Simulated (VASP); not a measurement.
# Ge3H5 in VASP: further runs

Ge3H5 is run at these levels: PBE; tasks: single point.

All numbers are computed with VASP 6.6.1; they aren't measurements. Logs are shortened: lines on timing, memory, paths and dates and some standing lists are left out, and cuts for length are marked.

### 1 The cell of the first run

The cell holds a wire or tube with vacuum around it, 16 atoms: a = 15.100 Å, b = 15.400 Å, c = 5.755 Å, α = 90.00°, β = 90.00°, γ = 90.00°.

### 2 Single point, PBE

The input, INCAR:

```
SYSTEM = Ge3H5
ALGO = Normal ; EDIFF = 1E-6
ENCUT = 520 ; GGA = PE
ISIF = 2 ; ISMEAR = 0
LASPH = .True. ; LCHARG = .False.
LREAL = Auto ; LWAVE = .False.
NBANDS = 61 ; NELM = 60
PREC = Accurate ; SIGMA = 0.05
```

The input, KPOINTS:

```
k-points
0
Gamma
  1 1 10
  0 0 0
```

The input, POSCAR:

```
Ge3H5
1.0
   15.1000000000      0.0000000000      0.0000000000
    0.0000000000     15.4000000000      0.0000000000
    0.0000000000      0.0000000000      5.7548766053
Ge H
6 10
Direct
    0.5456812666      0.5447905459      0.4960782298
    0.6395518966      0.4531940939      0.2509488386
    0.5477351811      0.3631673108     -0.0009497804
    0.3604481034      0.5468059061     -0.0009488386
    0.4543187334      0.4552094541      0.7539217702
    0.4522648189      0.6368326892      0.2509497804
    0.6052859323      0.6032327660      0.6502937470
    0.6999076769      0.5111155517      0.0991423783
    0.7002047519      0.3959196635      0.4037037449
    0.6061484765      0.3036970886      0.8462948032
    0.4886619315      0.3039875584      0.1508548230
    0.3000923231      0.4888844483      0.1508576217
    0.2997952481      0.6040803365      0.8462962551
    0.3947140677      0.3967672340      0.5997062530
    0.5113380685      0.6960124416      0.0991451770
    0.3938515235      0.6963029114      0.4037051968
```

Potentials or basis: VASP PAW PBE potentials, release 64 (Ge_d, H).

Started as:

```
$ cat potpaw_PBE.64/Ge_d/POTCAR potpaw_PBE.64/H/POTCAR > POTCAR
$ mpirun -np 1 vasp_std > vasp.out
```

OUTCAR:

```text
SYSTEM = Ge3H5
   EDIFF = 1E-6
   ENCUT = 520
   GGA = PE
   ISIF = 2
   ISMEAR = 0
   LASPH = .True.
   LREAL = Auto
   NELM = 60
   PREC = Accurate

 ion  position               nearest neighbor table
   1  0.546  0.545  0.496-   7 1.55   2 2.45   6 2.45   5 2.45
   2  0.640  0.453  0.251-   8 1.55   9 1.55   3 2.44   1 2.45
   3  0.548  0.363  0.999-  11 1.55  10 1.55   2 2.44   5 2.45
   4  0.360  0.547  0.999-  12 1.55  13 1.55   6 2.44   5 2.45
   5  0.454  0.455  0.754-  14 1.55   4 2.45   3 2.45   1 2.45
   6  0.452  0.637  0.251-  15 1.55  16 1.55   4 2.44   1 2.45
   7  0.605  0.603  0.650-   1 1.55
   8  0.700  0.511  0.099-   2 1.55
   9  0.700  0.396  0.404-   2 1.55
  10  0.606  0.304  0.846-   3 1.55
  11  0.489  0.304  0.151-   3 1.55
  12  0.300  0.489  0.151-   4 1.55
  13  0.300  0.604  0.846-   4 1.55
  14  0.395  0.397  0.600-   5 1.55
  15  0.511  0.696  0.099-   6 1.55
  16  0.394  0.696  0.404-   6 1.55

  LATTYP: Found a simple orthorhombic cell.
 ALAT       =     5.7548766053
 B/A-ratio  =     2.6238616456
 C/A-ratio  =     2.6759913472

  Lattice vectors:

 A1 = (   0.0000000000,   0.0000000000,   5.7548766053)
 A2 = (  15.1000000000,   0.0000000000,   0.0000000000)
 A3 = (   0.0000000000,  15.4000000000,   0.0000000000)

Analysis of symmetry for initial positions (statically):
=====================================================================
 Subroutine PRICEL returns:
 Original cell was already a primitive cell.

 Routine SETGRP: Setting up the symmetry group for a
 simple orthorhombic supercell.

 Subroutine GETGRP returns: Found  2 space group operations
 (whereof  1 operations were pure point group operations)
 out of a pool of  8 trial point group operations.

The static configuration has the point symmetry C_1 .
 The point group associated with its full space group is S_2 .

Analysis of symmetry for dynamics (positions and initial velocities):
=====================================================================
 Subroutine PRICEL returns:
 Original cell was already a primitive cell.

 Routine SETGRP: Setting up the symmetry group for a
 simple orthorhombic supercell.

 Subroutine GETGRP returns: Found  2 space group operations
 (whereof  1 operations were pure point group operations)
 out of a pool of  8 trial point group operations.

The dynamic configuration has the point symmetry C_1 .
 The point group associated with its full space group is S_2 .

 Subroutine INISYM returns: Found  2 space group operations
 (whereof  1 operations are pure point group operations),
 and found     1 'primitive' translations

----------------------------------------------------------------------------------------

                                     Primitive cell

  volume of cell :    1338.2390

  direct lattice vectors                    reciprocal lattice vectors
    15.100000000  0.000000000  0.000000000     0.066225166  0.000000000  0.000000000
     0.000000000 15.400000000  0.000000000     0.000000000  0.064935065  0.000000000
     0.000000000  0.000000000  5.754876605     0.000000000  0.000000000  0.173765672

  length of vectors
    15.100000000 15.400000000  5.754876605     0.066225166  0.064935065  0.173765672

  position of ions in fractional coordinates (direct lattice)
     0.545681267  0.544790546  0.496078230
     0.639551897  0.453194094  0.250948839
     0.547735181  0.363167311  0.999050220
     0.360448103  0.546805906  0.999051161
     0.454318733  0.455209454  0.753921770
     0.452264819  0.636832689  0.250949780
[... 8 lines left out ...]
     0.511338069  0.696012442  0.099145177
     0.393851523  0.696302911  0.403705197

  ion indices of the primitive-cell ions
   primitive index   ion index
                 1           1
                 2           2
                 3           3
                 4           4
                 5           5
                 6           6
[... 8 lines left out ...]
                15          15
                16          16

----------------------------------------------------------------------------------------

 KPOINTS: k-points

Automatic generation of k-mesh.
 Grid dimensions read from file:
 generate k-points for:    1    1   10

 Generating k-lattice:

  Cartesian coordinates                     Fractional coordinates (reciprocal lattice)
     0.066225166  0.000000000  0.000000000     1.000000000  0.000000000  0.000000000
     0.000000000  0.064935065  0.000000000     0.000000000  1.000000000  0.000000000
     0.000000000  0.000000000  0.017376567     0.000000000  0.000000000  0.100000000

  Length of vectors
     0.066225166  0.064935065  0.017376567

  Shift w.r.t. Gamma in fractional coordinates (k-lattice)
     0.000000000  0.000000000  0.000000000

 Subroutine IBZKPT returns following result:
 ===========================================

 Found      6 irreducible k-points:

 Following reciprocal coordinates:
            Coordinates               Weight
  0.000000  0.000000  0.000000      1.000000
  0.000000  0.000000  0.100000      2.000000
  0.000000  0.000000  0.200000      2.000000
  0.000000  0.000000  0.300000      2.000000
  0.000000  0.000000  0.400000      2.000000
  0.000000  0.000000  0.500000      1.000000
   k-points           NKPTS =      6   k-points in BZ     NKDIM =      6   number of bands    NBANDS=     61
   number of dos      NEDOS =    301   number of ions     NIONS =     16
   total plane-waves  NPLWV = 645120
   dimension x,y,z NGX =   112 NGY =  120 NGZ =   48
   dimension x,y,z NGXF=   224 NGYF=  240 NGZF=   96
   ions per type =               6  10
   NGX,Y,Z   is equivalent  to a cutoff of  12.33, 12.95, 13.87 a.u.
   NGXF,Y,Z  is equivalent  to a cutoff of  24.66, 25.91, 27.73 a.u.
 SYSTEM =  Ge3H5
   PREC   = accura    normal or accurate (medium, high low for compatibility)
   ISTART =      0    job   : 0-new  1-cont  2-samecut
   ICHARG =      2    charge: 1-file 2-atom 10-const
   ISPIN  =      1    spin polarized calculation?
   LNONCOLLINEAR =      F non collinear calculations
   LSORBIT =      F    spin-orbit coupling
   LASPH  =      T    aspherical Exc in radial PAW
   ENCUT  =  520.0 eV  38.22 Ry    6.18 a.u.  28.08 28.63 10.70*2*pi/ulx,y,z
   NELM   =     60;   NELMIN=  2; NELMDL= -5     # of ELM steps
   EDIFF  = 0.1E-05   stopping-criterion for ELM
   LREAL  =      T    real-space projection
   EDIFFG = 0.1E-04   stopping-criterion for IOM
   NSW    =      0    number of steps for IOM
   IBRION =     -1    ionic relax: 0-MD 1-quasi-New 2-CG
   NFREE  =      0    steps in history (QN), initial steepest desc. (CG)
   ISIF   =      2    stress and relaxation
   ISYM   =      2    0-nonsym 1-usesym 2-fastsym
   POTIM  = 0.5000    time-step for ionic-motion
   TEBEG  =    0.0;   TEEND  =   0.0 temperature during run
   PSTRESS=    0.0 pullay stress
   NELECT =      94.0000    total number of electrons
   NUPDOWN=      -1.0000    fix difference up-down
   EMIN   =  10.00;   EMAX   =-10.00  energy-range for DOS
   EFERMI =   0.00;   METHOD = LEGACY
   ISMEAR =     0;   SIGMA  =   0.05  broadening in eV -4-tet -1-fermi 0-gaus
   EFERMI_NEDOS =   21; number of points for ismear=-14 and -15
   IALGO  =     38    algorithm
   IMIX   =      4    mixing-type and parameters
     AMIX     =   0.40;   BMIX     =  1.00
     AMIX_MAG =   1.60;   BMIX_MAG =  1.00
  volume/ion in A,a.u.               =      83.64       564.43
  Fermi-wavevector in a.u.,A,eV,Ry     =   0.675470  1.276454  6.207795  0.456260
  Thomas-Fermi vector in A             =   1.752496
   LORBIT       =      0    0 simple, 1 ext, 2 COOP (PROOUT), +10 PAW based schemes
   GGA     = PE    functional components
   LHFCALC =     F    Hartree Fock is set to
   AEXX    =    0.0000 exact exchange contribution
   IVDW    =     0    specifies the selected vdW correction
   LEPSILON=     F    determine dielectric tensor
   LRPA    =     F    only Hartree local field effects (RPA)
 non-spin polarized calculation
 Gauss-broadening in eV      SIGMA  =   0.05
  energy-cutoff  :      520.00
  volume of cell :     1338.24
 maximum number of plane-waves:     36073
   NGX = 57   NGY = 57   NGZ = 21

 number of electron      94.0000008 magnetization

 Free energy of the ion-electron system (eV)
  ---------------------------------------------------
  ext. energy  EPLUGINS =         0.00000000
  ---------------------------------------------------
  free energy    TOTEN  =       -59.01035977 eV

  energy without entropy =      -59.01035977  energy(sigma->0) =      -59.01035977

 E-fermi :  -4.9517     XC(G=0):  -2.0675

 val. band max:       -5.2724633775   @ k =   0.0000   0.0000   0.0000
 cond. band min:      -0.9626046288   @ k =   0.0000   0.0000   0.5000
 fundamental gap:      4.3098587488
 Fermi energy:        -4.9516633656

 k-point     1 :       0.0000    0.0000    0.0000
  band No.  band energies     occupation
      1     -27.8597      2.00000
      2     -27.8557      2.00000
      3     -27.8227      2.00000
      4     -27.8171      2.00000
      5     -27.8127      2.00000
      6     -27.8015      2.00000
[... 51 lines left out ...]
     58       0.8981      0.00000
     59       1.4540      0.00000

 k-point     2 :       0.0000    0.0000    0.1000
  band No.  band energies     occupation
      1     -27.8591      2.00000
      2     -27.8554      2.00000
      3     -27.8259      2.00000
      4     -27.8142      2.00000
      5     -27.8129      2.00000
      6     -27.8033      2.00000
[... 51 lines left out ...]
     58       0.9236      0.00000
     59       1.3355      0.00000

 k-point     3 :       0.0000    0.0000    0.2000
  band No.  band energies     occupation
      1     -27.8574      2.00000
      2     -27.8546      2.00000
      3     -27.8308      2.00000
      4     -27.8140      2.00000
      5     -27.8100      2.00000
      6     -27.8063      2.00000
[... 51 lines left out ...]
     58       0.9998      0.00000
     59       1.2220      0.00000

 k-point     4 :       0.0000    0.0000    0.3000
  band No.  band energies     occupation
      1     -27.8548      2.00000
      2     -27.8534      2.00000
      3     -27.8358      2.00000
      4     -27.8166      2.00000
      5     -27.8078      2.00000
      6     -27.8065      2.00000
[... 51 lines left out ...]
     58       1.1122      0.00000
     59       1.1802      0.00000

 k-point     5 :       0.0000    0.0000    0.4000
  band No.  band energies     occupation
      1     -27.8524      2.00000
      2     -27.8518      2.00000
      3     -27.8402      2.00000
      4     -27.8192      2.00000
      5     -27.8082      2.00000
      6     -27.8042      2.00000
[... 51 lines left out ...]
     58       1.2757      0.00000
     59       1.2801      0.00000

 k-point     6 :       0.0000    0.0000    0.5000
  band No.  band energies     occupation
      1     -27.8519      2.00000
      2     -27.8499      2.00000
      3     -27.8425      2.00000
      4     -27.8202      2.00000
      5     -27.8082      2.00000
      6     -27.8034      2.00000
[... 51 lines left out ...]
     58       1.2922      0.00000
     59       1.3364      0.00000
 [bands above 59 left out]

------------------------ aborting loop because EDIFF is reached ----------------------------------------

  FORCE on cell =-STRESS in cart. coord.  units (eV):
  Direction    XX          YY          ZZ          XY          YZ          ZX
  --------------------------------------------------------------------------------------
  -------------------------------------------------------------------------------------
  Total       -0.3506004     -0.3446932     -0.2519526     -0.0391973      0.0515872      0.0507401
  in kB       -0.4197486     -0.4126764     -0.3016448     -0.0469281      0.0617616      0.0607475
  external PRESSURE =      -0.3780233 kB  Pullay stress =       0.0000000 kB

 VOLUME and BASIS-vectors are now :
 -----------------------------------------------------------------------------
  energy-cutoff  :      520.00
  volume of cell :     1338.24
      direct lattice vectors                 reciprocal lattice vectors
    15.100000000  0.000000000  0.000000000     0.066225166  0.000000000  0.000000000
     0.000000000 15.400000000  0.000000000     0.000000000  0.064935065  0.000000000
     0.000000000  0.000000000  5.754876605     0.000000000  0.000000000  0.173765672

 POSITION                                       TOTAL-FORCE (eV/Angst)
 -----------------------------------------------------------------------------------
      8.23979      8.38977      2.85487         0.007278      0.006717      0.020721
      9.65723      6.97919      1.44418         0.030619     -0.003531      0.000628
      8.27080      5.59278      5.74941         0.002453     -0.028921     -0.000723
      5.44277      8.42081      5.74942        -0.030619      0.003531     -0.000628
      6.86021      7.01023      4.33873        -0.007278     -0.006717     -0.020721
      6.82920      9.80722      1.44419        -0.002453      0.028921      0.000723
[... 8 lines left out ...]
      7.72120     10.71859      0.57057        -0.014394     -0.017555      0.020103
      5.94716     10.72306      2.32327         0.014696     -0.019755     -0.015688
 -----------------------------------------------------------------------------------
    total drift:                                0.000000      0.000000      0.000000

  FREE ENERGIE OF THE ION-ELECTRON SYSTEM (eV)
  ---------------------------------------------------
  free  energy   TOTEN  =       -59.0103597666 eV

  energy  without entropy=      -59.0103597666  energy(sigma->0) =      -59.01035977
```

Run time: 15 min. Hardware: 1 thread of Intel Xeon 6975P-C (Granite Rapids), shared host; peak memory 1.2 GiB.

Results:

* Free energy: -59.0104 eV
* Largest force: 0.031 eV/Å
* Band gap on the k mesh: 4.31 eV (least direct gap 4.40 eV)

Forces on the atoms (eV/Å):
```
Ge   0.007  0.007  0.021
Ge   0.031 -0.004  0.001
Ge   0.002 -0.029 -0.001
Ge  -0.031  0.004 -0.001
Ge  -0.007 -0.007 -0.021
Ge  -0.002  0.029  0.001
H   -0.015 -0.015 -0.020
H   -0.018 -0.014  0.020
H   -0.020  0.015 -0.016
H   -0.015  0.020  0.016
H    0.014  0.018 -0.020
H    0.018  0.014 -0.020
H    0.020 -0.015  0.016
H    0.015  0.015  0.020
H   -0.014 -0.018  0.020
H    0.015 -0.020 -0.016
```

### 3 Single point, PBE

The input, INCAR:

```
SYSTEM = Ge3H5
PREC = Accurate
ENCUT = 520
EDIFF = 1E-6
ISMEAR = 0
SIGMA = 0.05
LREAL = Auto
LASPH = .TRUE.
NELM = 80
ALGO = Normal
ISIF = 2
LWAVE = .FALSE.
LCHARG = .FALSE.
GGA = PE
NBANDS = 61
```

The input, KPOINTS:

```
Automatic mesh
0
G
  1 1 10
  0 0 0
```

The input, POSCAR:

```
Ge3H5
1.0
   15.1000000000      0.0000000000      0.0000000000
    0.0000000000     15.4000000000      0.0000000000
    0.0000000000      0.0000000000      5.7610729055
Ge H
6 10
Direct
    0.5476910009      0.5467619554      0.5000000000
    0.6430730026      0.4532380446      0.2500000000
    0.5476910009      0.3597141338      0.0000000000
    0.3569269974      0.5467619554      0.0000000000
    0.4523089991      0.4532380446      0.7500000000
    0.4523089991      0.6402858662      0.2500000000
    0.6065730813      0.6044969823      0.6543322623
    0.7019550831      0.5109730715      0.0956677377
    0.7019550831      0.3955030177      0.4043322623
    0.6065730813      0.3019791069      0.8456677377
    0.4888089204      0.3019791069      0.1543322623
    0.2980449169      0.4890269285      0.1543322623
    0.2980449169      0.6044969823      0.8456677377
    0.3934269187      0.3955030177      0.5956677377
    0.5111910796      0.6980208931      0.0956677377
    0.3934269187      0.6980208931      0.4043322623
```

Potentials or basis: VASP PAW PBE potentials, release 64 (Ge_d, H).

Started as:

```
$ cat potpaw_PBE.64/Ge_d/POTCAR potpaw_PBE.64/H/POTCAR > POTCAR
$ mpirun -np 1 vasp_std > vasp.out
```

Wall time 14 min (1 thread of Intel Xeon 6975P-C (Granite Rapids), shared host); peak memory 1.2 GiB.

Results (log left out):

- Free energy: -58.9295 eV
- Largest force: 0.605 eV/Å
- Band gap on the k mesh: 4.11 eV (least direct gap 4.19 eV)

Forces on the atoms (eV/Å):
```
Ge  -0.326 -0.325 -0.393
Ge  -0.600 -0.038 -0.007
Ge   0.037  0.601  0.007
Ge   0.600  0.038  0.007
Ge   0.326  0.325  0.393
Ge  -0.037 -0.601 -0.007
H    0.068  0.068  0.115
H    0.063 -0.005 -0.021
H    0.083 -0.010  0.013
H    0.010 -0.083 -0.013
H    0.005 -0.063  0.021
H   -0.063  0.005  0.021
H   -0.083  0.010 -0.013
H   -0.068 -0.068 -0.115
H   -0.005  0.063 -0.021
H   -0.010  0.083  0.013
```

Levels at points of the mesh, in eV from the valence-band top:
```csv
k point,band 43,band 44,band 45,band 46,band 47,band 48,band 49,band 50,band 51,band 52
"(0.00, 0.00, 0.00)",-1.27,-0.51,-0.50,-0.09,0.00,4.43,4.59,4.60,4.64,4.85
"(0.00, 0.00, 0.50)",-1.08,-0.66,-0.40,-0.10,-0.08,4.11,4.44,4.73,5.19,5.25
```
